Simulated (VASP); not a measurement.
# MgB2 (lda) (P6/mmm) in VASP: notebook

The runs below take MgB2 (lda) through single point, with LDA.

Program: VASP 6.6.1. These are calculated values, not measurements. Logs are shortened: lines on timing, memory, paths and dates and some standing lists are left out, and cuts for length are marked.

**1. The cell of the first run**

Symmetry: P6/mmm, No. 191, hexagonal system. Conventional cell: a = 2.964 Å, b = 2.964 Å, c = 3.300 Å, α = 90.00°, β = 90.00°, γ = 120.00°. Mg (site symmetry 6/mmm) has 12 B at 2.38 Å and 6 Mg at 2.96 Å within 3.1 Å. B (site symmetry -6m2) has 3 B at 1.71 Å within 2.3 Å.

**2. Single point, LDA (volume scaled by 0.91, then relaxed in part)**

INCAR

```
PREC = Accurate
ENCUT = 600
EDIFF = 1E-6
ISMEAR = 0
SIGMA = 0.1
LREAL = F
LASPH = T
NELM = 120
ALGO = Normal
ISIF = 2
LWAVE = F
LCHARG = T
GGA = CA
LELF = T
LVHAR = T
NBANDS = 11
GGA_COMPAT = F
```

KPOINTS

```
regular mesh
0
Gamma
  15 15 12
```

POSCAR

```
MgB2
1.0
    2.9637094088      0.0000000000      0.0000000000
   -1.4818547044      2.5666476374      0.0000000000
    0.0000000000      0.0000000000      3.3003234928
Mg B
1 2
Direct
    0.0000000000      0.0000000000      0.0000000000
    0.3333333333      0.6666666667      0.5000000000
    0.6666666667      0.3333333333      0.5000000000
```

Potentials or basis: VASP PAW LDA potentials, release 64 (Mg, B).

Started as:

```sh
> cat potpaw_LDA.64/Mg/POTCAR potpaw_LDA.64/B/POTCAR > POTCAR
> mpirun -np 1 vasp_std > vasp.out
```

OUTCAR:

```text
PREC = Accurate
   ENCUT = 600
   EDIFF = 1E-6
   ISMEAR = 0
   LREAL = F
   LASPH = T
   NELM = 120
   ISIF = 2
   GGA = CA

 ion  position               nearest neighbor table
   1  0.000  0.000  0.000-   2 2.38   3 2.38   2 2.38   3 2.38   2 2.38   2 2.38   3 2.38   3 2.38
                             3 2.38   3 2.38   2 2.38   2 2.38
   2  0.333  0.667  0.500-   3 1.71   3 1.71   3 1.71   1 2.38   1 2.38   1 2.38   1 2.38   1 2.38
                             1 2.38
   3  0.667  0.333  0.500-   2 1.71   2 1.71   2 1.71   1 2.38   1 2.38   1 2.38   1 2.38   1 2.38
                             1 2.38

  LATTYP: Found a hexagonal cell.
 ALAT       =     2.9637094088
 C/A-ratio  =     1.1135786400

  Lattice vectors:

 A1 = (   2.9637094088,   0.0000000000,   0.0000000000)
 A2 = (  -1.4818547044,   2.5666476374,   0.0000000000)
 A3 = (   0.0000000000,   0.0000000000,   3.3003234928)

Analysis of symmetry for initial positions (statically):
=====================================================================
 Subroutine PRICEL returns:
 Original cell was already a primitive cell.

 Routine SETGRP: Setting up the symmetry group for a
 hexagonal supercell.

 Subroutine GETGRP returns: Found 24 space group operations
 (whereof 24 operations were pure point group operations)
 out of a pool of 24 trial point group operations.

The static configuration has the point symmetry D_6h.

Analysis of symmetry for dynamics (positions and initial velocities):
=====================================================================
 Subroutine PRICEL returns:
 Original cell was already a primitive cell.

 Routine SETGRP: Setting up the symmetry group for a
 hexagonal supercell.

 Subroutine GETGRP returns: Found 24 space group operations
 (whereof 24 operations were pure point group operations)
 out of a pool of 24 trial point group operations.

The dynamic configuration has the point symmetry D_6h.

 Subroutine INISYM returns: Found 24 space group operations
 (whereof 24 operations are pure point group operations),
 and found     1 'primitive' translations

----------------------------------------------------------------------------------------

                                     Primitive cell

  volume of cell :      25.1049

  direct lattice vectors                    reciprocal lattice vectors
     2.963709409  0.000000000  0.000000000     0.337414997  0.194806639  0.000000000
    -1.481854704  2.566647637  0.000000000     0.000000000  0.389613278  0.000000000
     0.000000000  0.000000000  3.300323493     0.000000000  0.000000000  0.303000600

  length of vectors
     2.963709409  2.963709409  3.300323493     0.389613278  0.389613278  0.303000600

  position of ions in fractional coordinates (direct lattice)
     0.000000000  0.000000000  0.000000000
     0.333333333  0.666666667  0.500000000
     0.666666667  0.333333333  0.500000000

  ion indices of the primitive-cell ions
   primitive index   ion index
                 1           1
                 2           2
                 3           3

----------------------------------------------------------------------------------------

 KPOINTS: regular mesh

Automatic generation of k-mesh.
 Grid dimensions read from file:
 generate k-points for:   15   15   12

 Generating k-lattice:

  Cartesian coordinates                     Fractional coordinates (reciprocal lattice)
     0.022494333  0.012987109  0.000000000     0.066666667  0.000000000  0.000000000
     0.000000000  0.025974219  0.000000000     0.000000000  0.066666667  0.000000000
     0.000000000  0.000000000  0.025250050     0.000000000  0.000000000  0.083333333

  Length of vectors
     0.025974219  0.025974219  0.025250050

  Shift w.r.t. Gamma in fractional coordinates (k-lattice)
     0.000000000  0.000000000  0.000000000

 Subroutine IBZKPT returns following result:
 ===========================================

 Found    189 irreducible k-points:

 Following reciprocal coordinates:
            Coordinates               Weight
  0.000000  0.000000  0.000000      1.000000
  0.066667  0.000000  0.000000      6.000000
  0.133333  0.000000  0.000000      6.000000
  0.200000  0.000000  0.000000      6.000000
  0.266667  0.000000  0.000000      6.000000
  0.333333  0.000000  0.000000      6.000000
[... 16 lines left out ...]
  0.333333  0.200000  0.000000     12.000000
  0.400000  0.200000  0.000000      6.000000
 [... further k-points ...]
   k-points           NKPTS =    189   k-points in BZ     NKDIM =    189   number of bands    NBANDS=     11
   number of dos      NEDOS =    301   number of ions     NIONS =      3
   total plane-waves  NPLWV =  16128
   dimension x,y,z NGX =    24 NGY =   24 NGZ =   28
   dimension x,y,z NGXF=    48 NGYF=   48 NGZF=   56
   ions per type =               1   2
   NGX,Y,Z   is equivalent  to a cutoff of  13.46, 13.46, 14.10 a.u.
   NGXF,Y,Z  is equivalent  to a cutoff of  26.93, 26.93, 28.21 a.u.
 SYSTEM =  unknown system
   PREC   = accura    normal or accurate (medium, high low for compatibility)
   ISTART =      0    job   : 0-new  1-cont  2-samecut
   ICHARG =      2    charge: 1-file 2-atom 10-const
   ISPIN  =      1    spin polarized calculation?
   LNONCOLLINEAR =      F non collinear calculations
   LSORBIT =      F    spin-orbit coupling
   LASPH  =      T    aspherical Exc in radial PAW
   ENCUT  =  600.0 eV  44.10 Ry    6.64 a.u.   5.92  5.92  6.59*2*pi/ulx,y,z
   NELM   =    120;   NELMIN=  2; NELMDL= -5     # of ELM steps
   EDIFF  = 0.1E-05   stopping-criterion for ELM
   LREAL  =      F    real-space projection
   EDIFFG = 0.1E-04   stopping-criterion for IOM
   NSW    =      0    number of steps for IOM
   IBRION =     -1    ionic relax: 0-MD 1-quasi-New 2-CG
   NFREE  =      0    steps in history (QN), initial steepest desc. (CG)
   ISIF   =      2    stress and relaxation
   ISYM   =      2    0-nonsym 1-usesym 2-fastsym
   POTIM  = 0.5000    time-step for ionic-motion
   TEBEG  =    0.0;   TEEND  =   0.0 temperature during run
   PSTRESS=    0.0 pullay stress
   NELECT =       8.0000    total number of electrons
   NUPDOWN=      -1.0000    fix difference up-down
   EMIN   =  10.00;   EMAX   =-10.00  energy-range for DOS
   EFERMI =   0.00;   METHOD = LEGACY
   ISMEAR =     0;   SIGMA  =   0.10  broadening in eV -4-tet -1-fermi 0-gaus
   EFERMI_NEDOS =   21; number of points for ismear=-14 and -15
   IALGO  =     38    algorithm
   IMIX   =      4    mixing-type and parameters
     AMIX     =   0.40;   BMIX     =  1.00
     AMIX_MAG =   1.60;   BMIX_MAG =  1.00
  volume/ion in A,a.u.               =       8.37        56.47
  Fermi-wavevector in a.u.,A,eV,Ry     =   1.118198  2.113088 17.012272  1.250367
  Thomas-Fermi vector in A             =   2.254827
   LORBIT       =      0    0 simple, 1 ext, 2 COOP (PROOUT), +10 PAW based schemes
   GGA     = CA    functional components
   LHFCALC =     F    Hartree Fock is set to
   AEXX    =    0.0000 exact exchange contribution
   IVDW    =     0    specifies the selected vdW correction
   LEPSILON=     F    determine dielectric tensor
   LRPA    =     F    only Hartree local field effects (RPA)
 non-spin polarized calculation
 Gauss-broadening in eV      SIGMA  =   0.10
  energy-cutoff  :      600.00
  volume of cell :       25.10
 maximum number of plane-waves:       852
 NGX is ok and might be reduce to    24
   NGX = 11   NGY = 11   NGZ = 13

 number of electron       8.0000000 magnetization

 Free energy of the ion-electron system (eV)
  ---------------------------------------------------
  ext. energy  EPLUGINS =         0.00000000
  ---------------------------------------------------
  free energy    TOTEN  =       -17.17428267 eV

  energy without entropy =      -17.17016779  energy(sigma->0) =      -17.17222523

 E-fermi :   6.3017     XC(G=0): -11.6929

 val. band max:        6.2987189977   @ k =   0.3333   0.1333   0.4167
 cond. band min:       6.3286147020   @ k =   0.0667   0.0667   0.3333
 fundamental gap:      0.0298957043
 Fermi energy:         6.3017337798

 k-point     1 :       0.0000    0.0000    0.0000
  band No.  band energies     occupation
      1      -6.8543      2.00000
      2       3.3761      2.00000
      3       6.6197      0.00001
      4       6.6197      0.00001
      5       8.7370      0.00000
      6      12.9597      0.00000
      7      12.9597      0.00000
      8      15.7075      0.00000
      9      17.2886      0.00000
     10      20.2328      0.00000
     11      23.7830      0.00000

 k-point     2 :       0.0667    0.0000    0.0000
  band No.  band energies     occupation
      1      -6.7717      2.00000
      2       3.4550      2.00000
      3       6.2063      1.82285
      4       6.4135      0.11406
      5       8.7876      0.00000
      6      12.9905      0.00000
      7      13.3370      0.00000
      8      15.8273      0.00000
      9      16.9830      0.00000
     10      20.6100      0.00000
     11      23.5264      0.00000

 k-point     3 :       0.1333    0.0000    0.0000
  band No.  band energies     occupation
      1      -6.5245      2.00000
      2       3.6907      2.00000
      3       5.1547      2.00000
      4       5.9172      2.00000
      5       8.9650      0.00000
      6      12.9197      0.00000
      7      14.3431      0.00000
      8      16.1341      0.00000
      9      16.1810      0.00000
     10      21.6341      0.00000
     11      22.9698      0.00000

 k-point     4 :       0.2000    0.0000    0.0000
  band No.  band energies     occupation
      1      -6.1147      2.00000
      2       3.7925      2.00000
      3       4.0793      2.00000
      4       5.3320      2.00000
      5       9.2660      0.00000
      6      12.6885      0.00000
      7      14.9121      0.00000
      8      15.7626      0.00000
      9      16.5358      0.00000
     10      22.4035      0.00000
     11      22.5313      0.00000

 k-point     5 :       0.2667    0.0000    0.0000
  band No.  band energies     occupation
      1      -5.5458      2.00000
      2       2.3349      2.00000
      3       4.6117      2.00000
      4       4.7867      2.00000
      5       9.6427      0.00000
      6      12.4438      0.00000
      7      13.5151      0.00000
      8      16.5535      0.00000
      9      17.4345      0.00000
     10      21.5619      0.00000
     11      22.5383      0.00000
[... 211 lines left out ...]
 k-point    21 :       0.2000    0.2000    0.0000
  band No.  band energies     occupation
      1      -4.6642      2.00000
      2       1.6076      2.00000
      3       2.5430      2.00000
      4       5.4339      2.00000
      5      10.7928      0.00000
      6      12.0336      0.00000
      7      14.2863      0.00000
      8      14.8052      0.00000
      9      18.4980      0.00000
     10      18.7360      0.00000
     11      20.8008      0.00000

 k-point    22 :       0.2667    0.2000    0.0000
  band No.  band energies     occupation
      1      -3.8772      2.00000
      2       0.5313      2.00000
      3       1.8926      2.00000
      4       6.1368      1.98030
      5      10.9238      0.00000
      6      11.4929      0.00000
      7      13.8610      0.00000
      8      15.5358      0.00000
      9      17.6927      0.00000
     10      19.2016      0.00000
     11      20.2621      0.00000

 k-point    23 :       0.3333    0.2000    0.0000
  band No.  band energies     occupation
      1      -2.9580      2.00000
      2      -0.6710      2.00000
      3       1.5886      2.00000
      4       6.8651      0.00000
      5       9.9265      0.00000
      6      12.1845      0.00000
      7      13.3787      0.00000
      8      15.8438      0.00000
      9      17.2229      0.00000
     10      19.8086      0.00000
     11      20.3632      0.00000

 k-point    24 :       0.4000    0.2000    0.0000
  band No.  band energies     occupation
      1      -2.1223      2.00000
      2      -1.6124      2.00000
      3       1.4951      2.00000
      4       7.2689      0.00000
      5       9.4285      0.00000
      6      12.7155      0.00000
      7      12.9408      0.00000
      8      15.8681      0.00000
      9      17.0692      0.00000
     10      19.7884      0.00000
     11      21.4811      0.00000

 [... further k-points ...]
[... 5 lines left out ...]
  --------------------------------------------------------------------------------------
  -------------------------------------------------------------------------------------
  Total        2.6109904      2.6109904      2.6103649      0.0000000     -0.0000000      0.0000000
  in kB      166.6316408    166.6316408    166.5917225      0.0000000     -0.0000000      0.0000000
  external PRESSURE =     166.6183347 kB  Pullay stress =       0.0000000 kB

 VOLUME and BASIS-vectors are now :
 -----------------------------------------------------------------------------
  energy-cutoff  :      600.00
  volume of cell :       25.10
      direct lattice vectors                 reciprocal lattice vectors
     2.963709409  0.000000000  0.000000000     0.337414997  0.194806639  0.000000000
    -1.481854704  2.566647637  0.000000000     0.000000000  0.389613278  0.000000000
     0.000000000  0.000000000  3.300323493     0.000000000  0.000000000  0.303000600

 POSITION                                       TOTAL-FORCE (eV/Angst)
 -----------------------------------------------------------------------------------
      0.00000      0.00000      0.00000        -0.000000      0.000000      0.000000
     -0.00000      1.71110      1.65016         0.000000      0.000000     -0.000000
      1.48185      0.85555      1.65016        -0.000000      0.000000      0.000000
 -----------------------------------------------------------------------------------
    total drift:                                0.000000     -0.000000      0.000000

  FREE ENERGIE OF THE ION-ELECTRON SYSTEM (eV)
  ---------------------------------------------------
  free  energy   TOTEN  =       -17.1742826744 eV

  energy  without entropy=      -17.1701677921  energy(sigma->0) =      -17.17222523
```

Wall time 34 s (1 thread of Intel Xeon 6455B, shared host); peak memory 0.19 GiB.

Results:

* Free energy: -17.1743 eV
* Pressure: 16.7 GPa
* Band gap on the k mesh: zero (band 4 reaches 8.37 eV, above the bottom of band 5 at 3.99 eV)

**3. Single point, LDA (volume scaled by 0.94, then relaxed in part)**

INCAR

```
PREC = Accurate ; ENCUT = 600
EDIFF = 1E-6 ; ISMEAR = 0
SIGMA = 0.1 ; LREAL = False
LASPH = True ; NELM = 120
ALGO = Normal ; ISIF = 2
LWAVE = False ; LCHARG = True
LELF = True ; LVHAR = True
NBANDS = 11 ; GGA_COMPAT = False
```

KPOINTS is that of step 2.

POSCAR

```
MgB2
1.0
    2.9877264158      0.0000000000      0.0000000000
   -1.4938632079      2.5874469756      0.0000000000
    0.0000000000      0.0000000000      3.3545367660
Mg B
1 2
Direct
    0.0000000000      0.0000000000      0.0000000000
    0.3333333333      0.6666666667      0.5000000000
    0.6666666667      0.3333333333      0.5000000000
```

Potentials or basis: VASP PAW LDA potentials, release 64 (Mg, B).

Started as:

```sh
> cat potpaw_LDA.64/Mg/POTCAR potpaw_LDA.64/B/POTCAR > POTCAR
> mpirun -np 1 vasp_std > vasp.out
```

Wall time 34 s (1 thread of Intel Xeon 6455B, shared host); peak memory 0.19 GiB.

The run converged. Its results:

```yaml
Free_energy: -17.2433 eV
Pressure: 10.1 GPa
Band_gap_on_the_k_mesh: zero (band 4 reaches 8.03 eV, above the bottom of band 5 at 3.82 eV)
```

Stress tensor (GPa, compression positive):
```
10.10  0.00  0.00
 0.00 10.10  0.00
 0.00  0.00 10.01
```

Levels at points of the mesh, in eV from the Fermi level:
```
           k point  band 1  band 2  band 3  band 4  band 5  band 6  band 7  band 8
(0.00, 0.00, 0.00)  -12.96   -2.96    0.34    0.34    2.22    6.60    6.60    9.19
(0.00, 0.00, 0.50)  -11.43   -7.92    0.81    0.81    6.90    6.90    8.39   11.29
```

**4. Single point, LDA (volume scaled by 0.97, then relaxed in part)**

INCAR

```
SYSTEM = MgB2
PREC     = Accurate       ! precision mode
ENCUT    = 600            ! plane-wave cutoff, eV
EDIFF    = 1E-6           ! SCF threshold, eV
ISMEAR   = 0              ! smearing method
SIGMA    = 0.1            ! smearing width, eV
LREAL    = .False.        ! projectors in reciprocal space
LASPH    = .True.         ! aspherical terms in the spheres
NELM     = 120            ! most SCF steps
ALGO     = Normal         ! electronic algorithm
ISIF     = 2              ! what is computed and relaxed
LWAVE    = .False.        ! write WAVECAR
LCHARG   = .False.        ! write CHGCAR
GGA      = CA             ! functional
NBANDS   = 11             ! bands
GGA_COMPAT= .False.
```

KPOINTS

```
regular mesh
0
Gamma
  15 15 12
  0 0 0
```

POSCAR

```
MgB2
1.0
    3.0110515059      0.0000000000      0.0000000000
   -1.5055257530      2.6076470962      0.0000000000
    0.0000000000      0.0000000000      3.4081737069
Mg B
1 2
Direct
    0.0000000000      0.0000000000      0.0000000000
    0.3333333333      0.6666666667      0.5000000000
    0.6666666667      0.3333333333      0.5000000000
```

Started as:

```sh
> cat potpaw_LDA.64/Mg/POTCAR potpaw_LDA.64/B/POTCAR > POTCAR
> mpirun -np 1 vasp_std > vasp.out
```

It took 33 s on 1 thread of Intel Xeon 6455B, shared host; peak memory 0.19 GiB.

It converged, with:

```yaml
Free_energy: -17.2805 eV
Pressure: 4.4 GPa
Band_gap_on_the_k_mesh: zero (band 4 reaches 7.72 eV, above the bottom of band 5 at 3.65 eV)
```

Stress tensor (GPa, compression positive):
```
4.41 0.00 0.00
0.00 4.41 0.00
0.00 0.00 4.27
```

Levels at points of the mesh, in eV from the Fermi level:
| k point | band 1 | band 2 | band 3 | band 4 | band 5 | band 6 | band 7 | band 8 | band 9 |
| --- | --- | --- | --- | --- | --- | --- | --- | --- | --- |
| (0.00, 0.00, 0.00) | -12.77 | -2.99 | 0.37 | 0.37 | 2.01 | 6.54 | 6.54 | 8.98 | 10.50 |
| (0.00, 0.00, 0.50) | -11.32 | -7.78 | 0.80 | 0.80 | 6.85 | 6.85 | 8.29 | 10.78 | 11.15 |

**5. Summary**

| cell | gap on the mesh (eV) | pressure (GPa) |
| --- | --- | --- |
| a = 2.964, b = 2.964, c = 3.300 Å, angles 90.0, 90.0, 120.0°, 3 atoms | none | 16.7 |
| a = 2.988, b = 2.988, c = 3.355 Å, angles 90.0, 90.0, 120.0°, 3 atoms | none | 10.1 |
| a = 3.011, b = 3.011, c = 3.408 Å, angles 90.0, 90.0, 120.0°, 3 atoms | none | 4.4 |

Alike in all rows: task single point; level LDA; potentials or basis VASP PAW LDA potentials, release 64 (Mg, B); no spin polarisation; k mesh 15 × 15 × 12; cutoff (eV) 600; smearing gaussian 0.1 eV.

Absolute energies hang on the potentials; compare differences alone.
